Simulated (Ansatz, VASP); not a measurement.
## One calculation of N, two programs

```
CELL_PARAMETERS angstrom
9.00000 0.00000 0.00000
0.00000 9.50000 0.00000
0.00000 0.00000 10.00000
ATOMIC_POSITIONS crystal
N 0.50000 0.50000 0.44500
N 0.50000 0.50000 0.55500
```

Alike in both runs: functional PBEsol; k mesh 1 × 1 × 1; no spin polarisation.

Ansatz relaxed the structure, and its values are those at the end. VASP's run is a single point on that final structure, the one shown.

|  | VASP | Ansatz |
| --- | --- | --- |
| version | VASP 6.6.1 | Ansatz 0.2.0 |
| potentials or method | VASP PAW PBE potentials, release 64 (N), cutoff 520 eV | plane waves, PAW |
| occupations | methfessel-paxton of order 1, width 0.02 eV | cold, width 0.02 eV |
| valence electrons in the cell | 10 | 10 |

Ansatz gave:

```
rms of the force components (eV/Å) : 0.005
```

Q: Estimate VASP's values.

A: rms of the force components (eV/Å): 1.075.

VASP's potentials were made for PBE, not for PBEsol. Ansatz's warnings: stress scf threshold loose.

Noted on VASP's run: the standard files for N, O and F lose accuracy on very short bonds.
